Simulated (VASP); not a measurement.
Input of a VASP 6.6.1 run:

The input INCAR:

```
PREC = Accurate ; ENCUT = 500
EDIFF = 1E-6 ; ISMEAR = -1
SIGMA = 0.05 ; LREAL = False
LASPH = True ; NELM = 120
ALGO = Normal ; ISIF = 2
LWAVE = False ; LCHARG = True
GGA = PS ; LELF = True
LVHAR = True ; NBANDS = 17
GGA_COMPAT = False
```

The input KPOINTS:

```
Automatic mesh
0
Gamma
  7 7 7
```

Contents of POSCAR:

```
Pd
1.0
    0.0000000000      2.6515720052      2.6515720052
    2.6515720052      0.0000000000      2.6515720052
    2.6515720052      2.6515720052      0.0000000000
Pd
2
Direct
    1.0000000000      1.0000000000      1.0000000000
    0.2500000000      0.2500000000      0.2500000000
```

Potentials or basis: VASP PAW PBE potentials, release 64 (Pd).

The run is started by

```bash
$ cat potpaw_PBE.64/Pd/POTCAR > POTCAR
$ mpirun -np 1 vasp_std > vasp.out
```

What does it give for the band gap on the k mesh?

Zero (bands 10 and 11 overlap by 0.54 eV).

Estimate the pressure.

28.3 GPa.

Caveat: the cell stands under pressure; the PAW data sets were made with another functional, which shifts forces and pressure a little.
